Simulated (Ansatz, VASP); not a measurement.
## TiW2 in VASP and in Ansatz

```
CELL_PARAMETERS angstrom
-1.59750 1.59750 4.79250
1.59750 -1.59750 4.79250
1.59750 1.59750 -4.79250
ATOMIC_POSITIONS crystal
Ti 0.50000 0.50000 0.00000
W 0.83333 0.83333 0.00000
W 0.16667 0.16667 0.00000
```

Alike in both runs: task single point; functional PBE; k mesh 8 × 8 × 8; occupations gaussian, width 0.1 eV; no spin polarisation.

|  | VASP | Ansatz |
| --- | --- | --- |
| version | VASP 6.6.1 | Ansatz 0.2.0 |
| potentials or method | VASP PAW PBE potentials, release 64 (Ti_sv, W_sv), cutoff 520 eV | scalar-relativistic, plane waves, PAW |
| valence electrons in the cell | 40 | 40 |

Ansatz gave:

```
gap on the k mesh at the Fermi level (eV)                     : none
pressure (GPa)                                                : -4.8
traceless stress, the component that is largest in VASP (GPa) : -0.04
rms of the force components (eV/Å)                            : 0.572
```

Task: Estimate VASP's values.

Result: gap on the k mesh at the Fermi level (eV): none; pressure (GPa): -4.6; traceless stress, the component that is largest in VASP (GPa): -0.06; rms of the force components (eV/Å): 0.560.

Atom by atom the forces differ by 0.012 eV/Å (rms over components). A gap of «none» marks a metal or a gap that the smearing closes.

Spin-orbit coupling is off throughout.
